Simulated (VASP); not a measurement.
# MnB6 (P1) in VASP: further runs

MnB6 is run at these levels: PBE; tasks: relaxation of cell and atoms.

Program: VASP 6.6.1. These are calculated values, not measurements. Logs are shortened: lines on timing, memory, paths and dates and some standing lists are left out, and cuts for length are marked.

### Step 1. The cell of the first run

The typed cell holds 7 atoms: a = 3.562 Å, b = 3.867 Å, c = 3.888 Å, α = 97.69°, β = 90.72°, γ = 91.73°.

### Step 2. Relaxation of cell and atoms, PBE

INCAR

```
SYSTEM = MnB6
  PREC = Accurate
  ENCUT = 600
  EDIFF = 1E-6
  ISMEAR = 0
  SIGMA = 0.2
  LREAL = .FALSE.
  LASPH = .TRUE.
  NELM = 80
  ALGO = Normal
  ISIF = 3
  LWAVE = .FALSE.
  LCHARG = .FALSE.
  GGA = PE
  IBRION = 2
  NSW = 80
  EDIFFG = -0.025
```

KPOINTS

```
Automatic mesh
0
G
  6 6 6
  0 0 0
```

POSCAR

```
MnB6
1.0
   -0.0582044449      0.0209624968      3.5609662258
    2.5432063107     -2.9124756914     -0.0577927044
    2.5596887036      2.9268102940     -0.0239441910
Mn B
1 6
Direct
   -0.0159886415      0.0335068976     -0.0058696481
    0.2347114003      0.4866506212      0.0158185728
    0.7134308441     -0.0208182699      0.4898404260
    0.6841169313      0.4667763118     -0.0359895733
    0.3153163369      0.0403046297      0.4924478637
    0.5831833163      0.7709515203      0.8470846990
    0.4852298127      0.2226282892      0.1966676599
```

Potentials or basis: VASP PAW PBE potentials, release 64 (Mn_pv, B).

Launch:

```console
$ cat potpaw_PBE.64/Mn_pv/POTCAR potpaw_PBE.64/B/POTCAR > POTCAR
$ mpirun -np 1 vasp_std > vasp.out
```

OUTCAR:

```text
SYSTEM = MnB6
   PREC = Accurate
   ENCUT = 600
   EDIFF = 1E-6
   ISMEAR = 0
   LREAL = .FALSE.
   LASPH = .TRUE.
   NELM = 80
   ISIF = 3
   GGA = PE
   IBRION = 2
   NSW = 80
   EDIFFG = -0.025

 ion  position               nearest neighbor table
   1  0.984  0.034  0.994-   6 1.77   2 1.93   7 2.02   4 2.03   7 2.07   3 2.16   3 2.20   5 2.25
                             5 2.30   2 2.33   4 2.40   6 2.43
   2  0.235  0.487  0.016-   7 1.60   4 1.62   6 1.82   1 1.93   4 1.97   1 2.33
   3  0.713  0.979  0.490-   5 1.44   6 1.76   7 1.78   5 2.15   1 2.16   1 2.20
   4  0.684  0.467  0.964-   6 1.37   7 1.55   2 1.62   2 1.97   1 2.03   1 2.40
   5  0.315  0.040  0.492-   3 1.44   7 1.55   6 2.08   3 2.15   1 2.25   1 2.30
   6  0.583  0.771  0.847-   4 1.37   3 1.76   1 1.77   2 1.82   5 2.08   7 2.11   1 2.43
   7  0.485  0.223  0.197-   5 1.55   4 1.55   2 1.60   3 1.78   1 2.02   1 2.07   6 2.11

  LATTYP: Found a triclinic cell.
 ALAT       =     3.8882898658
 B/A-ratio  =     1.3476291058
 C/A-ratio  =     1.6246580851
 COS(alpha) =     0.0001978851
 COS(beta)  =     0.5405975319
 COS(gamma) =     0.7335580208

  Lattice vectors:

 A1 = (   2.5596887036,   2.9268102940,  -0.0239441910)
 A2 = (   2.5014842587,   2.9477727908,   3.5370220348)
 A3 = (   5.1610994592,  -0.0066278942,  -3.6427031212)

Analysis of symmetry for initial positions (statically):
=====================================================================
 Subroutine PRICEL returns:
 Original cell was already a primitive cell.

 Routine SETGRP: Setting up the symmetry group for a
 triclinic supercell.

 Subroutine GETGRP returns: Found  1 space group operations
 (whereof  1 operations were pure point group operations)
 out of a pool of  2 trial point group operations.

The static configuration has the point symmetry C_1 .

Analysis of symmetry for dynamics (positions and initial velocities):
=====================================================================
 Subroutine PRICEL returns:
 Original cell was already a primitive cell.

 Routine SETGRP: Setting up the symmetry group for a
 triclinic supercell.

 Subroutine GETGRP returns: Found  1 space group operations
 (whereof  1 operations were pure point group operations)
 out of a pool of  2 trial point group operations.

The dynamic configuration has the point symmetry C_1 .

 Subroutine INISYM returns: Found  1 space group operations
 (whereof  1 operations are pure point group operations),
 and found     1 'primitive' translations

----------------------------------------------------------------------------------------

                                     Primitive cell

  volume of cell :      53.0374

  direct lattice vectors                    reciprocal lattice vectors
    -0.058204445  0.020962497  3.560966226     0.004504091 -0.001641037  0.280905938
     2.543206311 -2.912475691 -0.057792704     0.196517542 -0.171833002  0.004223641
     2.559688704  2.926810294 -0.023944191     0.195522801  0.170689217  0.002191041

  length of vectors
     3.561503565  3.867008274  3.888289866     0.280946838  0.261081528  0.259554956

  position of ions in fractional coordinates (direct lattice)
     0.984011358  0.033506898  0.994130352
     0.234711400  0.486650621  0.015818573
     0.713430844  0.979181730  0.489840426
     0.684116931  0.466776312  0.964010427
     0.315316337  0.040304630  0.492447864
     0.583183316  0.770951520  0.847084699
     0.485229813  0.222628289  0.196667660

  ion indices of the primitive-cell ions
   primitive index   ion index
                 1           1
                 2           2
                 3           3
                 4           4
                 5           5
                 6           6
                 7           7

----------------------------------------------------------------------------------------

 KPOINTS: Automatic mesh

Automatic generation of k-mesh.
 Grid dimensions read from file:
 generate k-points for:    6    6    6

 Generating k-lattice:

  Cartesian coordinates                     Fractional coordinates (reciprocal lattice)
     0.000750682 -0.000273506  0.046817656     0.166666667 -0.000000000 -0.000000000
     0.032752924 -0.028638834  0.000703940     0.000000000  0.166666667 -0.000000000
     0.032587134  0.028448203  0.000365174     0.000000000  0.000000000  0.166666667

  Length of vectors
     0.046824473  0.043513588  0.043259159

  Shift w.r.t. Gamma in fractional coordinates (k-lattice)
     0.000000000  0.000000000  0.000000000

 Subroutine IBZKPT returns following result:
 ===========================================

 Found    112 irreducible k-points:

 Following reciprocal coordinates:
            Coordinates               Weight
  0.000000  0.000000  0.000000      1.000000
  0.166667  0.000000 -0.000000      2.000000
  0.333333  0.000000 -0.000000      2.000000
  0.500000  0.000000 -0.000000      1.000000
  0.000000  0.166667 -0.000000      2.000000
  0.166667  0.166667 -0.000000      2.000000
[... 16 lines left out ...]
  0.333333  0.000000  0.166667      2.000000
  0.500000 -0.000000  0.166667      2.000000
 [... further k-points ...]
   k-points           NKPTS =    112   k-points in BZ     NKDIM =    112   number of bands    NBANDS=     19
   number of dos      NEDOS =    301   number of ions     NIONS =      7
   total plane-waves  NPLWV =  28672
   dimension x,y,z NGX =    28 NGY =   32 NGZ =   32
   dimension x,y,z NGXF=    56 NGYF=   64 NGZF=   64
   ions per type =               1   6
   NGX,Y,Z   is equivalent  to a cutoff of  13.07, 13.76, 13.68 a.u.
   NGXF,Y,Z  is equivalent  to a cutoff of  26.14, 27.51, 27.36 a.u.
 SYSTEM =  MnB6
   PREC   = accura    normal or accurate (medium, high low for compatibility)
   ISTART =      0    job   : 0-new  1-cont  2-samecut
   ICHARG =      2    charge: 1-file 2-atom 10-const
   ISPIN  =      1    spin polarized calculation?
   LNONCOLLINEAR =      F non collinear calculations
   LSORBIT =      F    spin-orbit coupling
   LASPH  =      T    aspherical Exc in radial PAW
   ENCUT  =  600.0 eV  44.10 Ry    6.64 a.u.   7.11  7.72  7.77*2*pi/ulx,y,z
   NELM   =     80;   NELMIN=  2; NELMDL= -5     # of ELM steps
   EDIFF  = 0.1E-05   stopping-criterion for ELM
   LREAL  =      F    real-space projection
   EDIFFG = -.3E-01   stopping-criterion for IOM
   NSW    =     80    number of steps for IOM
   IBRION =      2    ionic relax: 0-MD 1-quasi-New 2-CG
   NFREE  =      1    steps in history (QN), initial steepest desc. (CG)
   ISIF   =      3    stress and relaxation
   ISYM   =      2    0-nonsym 1-usesym 2-fastsym
   POTIM  = 0.5000    time-step for ionic-motion
   TEBEG  =    0.0;   TEEND  =   0.0 temperature during run
   PSTRESS=    0.0 pullay stress
   NELECT =      31.0000    total number of electrons
   NUPDOWN=      -1.0000    fix difference up-down
   EMIN   =  10.00;   EMAX   =-10.00  energy-range for DOS
   EFERMI =   0.00;   METHOD = LEGACY
   ISMEAR =     0;   SIGMA  =   0.20  broadening in eV -4-tet -1-fermi 0-gaus
   EFERMI_NEDOS =   21; number of points for ismear=-14 and -15
   IALGO  =     38    algorithm
   IMIX   =      4    mixing-type and parameters
     AMIX     =   0.40;   BMIX     =  1.00
     AMIX_MAG =   1.60;   BMIX_MAG =  1.00
  volume/ion in A,a.u.               =       7.58        51.13
  Fermi-wavevector in a.u.,A,eV,Ry     =   1.368783  2.586626 25.491439  1.873568
  Thomas-Fermi vector in A             =   2.494717
   LORBIT       =      0    0 simple, 1 ext, 2 COOP (PROOUT), +10 PAW based schemes
   GGA     = PE    functional components
   LHFCALC =     F    Hartree Fock is set to
   AEXX    =    0.0000 exact exchange contribution
   IVDW    =     0    specifies the selected vdW correction
   LEPSILON=     F    determine dielectric tensor
   LRPA    =     F    only Hartree local field effects (RPA)
 conjugate gradient relaxation of ions
 non-spin polarized calculation
 Gauss-broadening in eV      SIGMA  =   0.20
  energy-cutoff  :      600.00
  volume of cell :       53.04
 maximum number of plane-waves:      1794
   NGX = 15   NGY = 15   NGZ = 15

--------------------------------------- Ionic step        1  -------------------------------------------

 number of electron      31.0000006 magnetization

 Free energy of the ion-electron system (eV)
  ---------------------------------------------------
  ext. energy  EPLUGINS =         0.00000000
  ---------------------------------------------------
  free energy    TOTEN  =       -44.23305609 eV

  energy without entropy =      -44.19899263  energy(sigma->0) =      -44.21602436

------------------------ aborting loop because EDIFF is reached ----------------------------------------

  FORCE on cell =-STRESS in cart. coord.  units (eV):
  Direction    XX          YY          ZZ          XY          YZ          ZX
  --------------------------------------------------------------------------------------
  -------------------------------------------------------------------------------------
  Total        4.3454820     15.6280222     17.8876907     -5.4532588      0.4930379      2.1746221
  in kB      131.2703126    472.0984580    540.3595609   -164.7345423     14.8939152     65.6919818
  external PRESSURE =     381.2427771 kB  Pullay stress =       0.0000000 kB
[... 104 lines left out ...]
  FREE ENERGIE OF THE ION-ELECTRON SYSTEM (eV)
  ---------------------------------------------------
  free  energy   TOTEN  =       -48.1032843216 eV

  energy  without entropy=      -48.0727557853  energy(sigma->0) =      -48.08802005

[... ionic steps 4 to 57 ...]

--------------------------------------- Ionic step       58  -------------------------------------------

 number of electron      31.0000003 magnetization

------------------------ aborting loop because EDIFF is reached ----------------------------------------
[... 77 lines left out ...]
--------------------------------------- Ionic step       60  -------------------------------------------

 number of electron      31.0000004 magnetization

 Free energy of the ion-electron system (eV)
  ---------------------------------------------------
  ext. energy  EPLUGINS =         0.00000000
  ---------------------------------------------------
  free energy    TOTEN  =       -49.68012806 eV

  energy without entropy =      -49.64692811  energy(sigma->0) =      -49.66352808

 E-fermi :   7.7417     XC(G=0): -12.3314

 val. band max:        7.7176822580   @ k =   0.3333  -0.3333   0.1667
 cond. band min:       7.7576649165   @ k =   0.5000  -0.3333   0.3333
 fundamental gap:      0.0399826585
 Fermi energy:         7.7416529941

 k-point     1 :       0.0000    0.0000    0.0000
  band No.  band energies     occupation
      1     -40.6873      2.00000
      2     -40.5311      2.00000
      3     -40.2985      2.00000
      4      -7.4635      2.00000
      5      -1.5767      2.00000
      6       0.2412      2.00000
[... 505 lines left out ...]
      6      -1.3245      2.00000
[... 11 lines left out ...]
     18       9.5783      0.00000
     19      10.4495      0.00000

 [... further k-points ...]
[... 5 lines left out ...]
  --------------------------------------------------------------------------------------
  -------------------------------------------------------------------------------------
  Total       -0.0119120      0.0101007      0.0182518      0.0122022      0.0294353      0.0017189
  in kB       -0.3669297      0.3111345      0.5622185      0.3758703      0.9067078      0.0529487
  external PRESSURE =       0.1688078 kB  Pullay stress =       0.0000000 kB
[... 22 lines left out ...]
  FREE ENERGIE OF THE ION-ELECTRON SYSTEM (eV)
  ---------------------------------------------------
  free  energy   TOTEN  =       -49.6801280603 eV

  energy  without entropy=      -49.6469281094  energy(sigma->0) =      -49.66352808

 reached required accuracy - stopping structural energy minimisation
```

Wall time 31 min (1 thread of AMD EPYC 9R45 (Zen 5), shared host); peak memory 0.26 GiB.

Results:

```
Free energy                           : -49.6801 eV
Relaxed volume                        : 7.43 Å³/atom
Relaxed cell                          : a = 3.602 Å, b = 3.835 Å, c = 3.834 Å, α = 100.84°, β = 89.60°, γ = 90.41°
Space group after relaxing (to 0.1 Å) : C2/m (No. 12)
Energy gained by relaxing             : 778.2 meV/atom
Ionic steps                           : 60
Pressure after relaxing               : 0.0 GPa
Largest force after relaxing          : 0.025 eV/Å
Band gap on the k mesh                : zero (an odd number of electrons rules out a gap without spin polarisation)
```

Forces in eV/Å, atoms in the order of the input:
```
Mn  -0.001 -0.012 -0.021
B    0.004  0.004 -0.003
B    0.003  0.004 -0.013
B   -0.012 -0.002  0.017
B    0.003  0.014 -0.011
B   -0.010  0.000  0.015
B    0.013 -0.008  0.016
```

The path:
```
step  energy change (eV)  largest force (eV/Å)  pressure (GPa)  volume (Å³)
   1              0.0000               13.3436           38.12        53.04
   3             -3.8702                4.0277          -15.49        58.66
   5             -3.9730                3.8392          -10.03        57.39
   7             -4.8732                1.5869           -4.59        54.98
   9             -5.0579                0.7484            3.45        53.32
  11             -5.1310                0.4754           -0.91        54.03
  13             -5.1577                0.3056           -0.44        53.89
  15             -5.1665                0.1424            0.54        53.70
  17             -5.1696                0.1008           -0.27        53.83
  19             -5.1705                0.0897            0.14        53.75
  21             -5.1714                0.0855            0.07        53.74
  23             -5.1735                0.1346           -0.32        53.79
  25             -5.1742                0.2270           -0.74        53.84
  27             -5.1752                0.2508           -0.75        53.83
  29             -5.1803                0.3600           -0.85        53.78
  31             -5.2035                0.7989           -1.45        53.58
  33             -5.2040                0.8183           -1.48        53.57
  35             -5.2046                0.8671           -1.51        53.54
  37             -5.2074                0.9137           -1.50        53.49
  39             -5.2080                0.9413           -1.49        53.46
  41             -5.2167                0.9109           -1.42        53.41
  43             -5.2500                0.7939           -0.80        53.17
  45             -5.2582                1.4456            2.78        52.23
  47             -5.3100                0.6523            0.50        52.61
  49             -5.3585                0.8544            0.82        52.08
  51             -5.4006                0.5756            0.10        52.25
  53             -5.4342                0.2361           -0.46        52.22
  55             -5.4419                0.1519            0.19        52.07
  57             -5.4452                0.1260           -0.03        52.08
  59             -5.4468                0.0751           -0.18        52.07
  60             -5.4471                0.0247            0.02        52.01
```

Final structure:
```
CELL_PARAMETERS angstrom
0.00016 0.01783 3.60184
2.44417 -2.95496 -0.01303
2.44232 2.95562 0.01225
ATOMIC_POSITIONS crystal
Mn 0.00010 0.99996 0.00010
B 0.24699 0.53755 0.07770
B 0.75338 0.07790 0.53755
B 0.75260 0.46245 0.92243
B 0.24726 0.92226 0.46223
B 0.49982 0.78628 0.78623
B 0.49985 0.21360 0.21376
```

Caveat: the run has no spin polarisation, though such a crystal can be magnetic.

(Continued in part 2 of 2.)
